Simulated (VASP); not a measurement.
Pd: single point with PBE

Crystal: Pd.

```xyz
2
Lattice="2.7090 -0.6200 0.2740 -1.9441 4.3543 0.6239 -0.4009 -0.5691 2.7044" Properties=species:S:1:pos:R:3 pbc="T T T"
Pd    1.0728    1.2117    0.8266
Pd   -0.0996    3.1044    2.4907
```

```
Program                : VASP 6.6.1
Task                   : single point
Functional             : PBE
Potentials or basis    : VASP PAW PBE potentials, release 64 (Pd)
Cutoff                 : 520 eV
k mesh                 : 6 × 6 × 6
Occupations            : gaussian, width 0.1 eV
Spin                   : no spin polarisation
Dipole correction      : no
Further INCAR settings : ALGO = Normal; EDIFF = 1e-07; NBANDS = 17
```

- Pressure: -0.2 GPa
- Band gap on the k mesh: zero (band 10 reaches 9.46 eV, above the bottom of band 11 at 8.52 eV)

Stress tensor (GPa, compression positive):
```
-0.26  0.00 -0.02
 0.00 -0.17  0.04
-0.02  0.04 -0.25
```

Levels at points of the mesh, in eV from the Fermi level:
| k point | band 8 | band 9 | band 10 | band 11 | band 12 | band 13 |
| --- | --- | --- | --- | --- | --- | --- |
| (0.00, 0.00, 0.00) | -1.10 | -0.03 | 0.28 | 0.29 | 3.52 | 10.61 |
| (0.50, 0.00, 0.00) | -0.02 | 0.01 | 0.01 | 1.15 | 1.15 | 7.09 |
| (0.00, 0.50, 0.00) | -1.47 | -1.47 | -1.47 | -0.63 | -0.63 | 17.77 |
| (0.50, 0.50, 0.00) | -1.76 | -1.20 | -1.20 | 2.25 | 2.25 | 12.50 |
| (0.50, 0.00, 0.50) | -1.22 | 0.27 | 0.27 | 8.76 | 8.76 | 8.78 |
| (0.50, 0.50, 0.50) | 0.27 | 0.31 | 0.31 | 3.35 | 3.37 | 10.37 |

Run time: 11 s on 1 thread of Intel(R) Xeon(R) 6975P-C (Granite Rapids) (shared host), peak memory 0.17 GiB.

Caveat: the k points lie up to 0.46 Å⁻¹ apart.
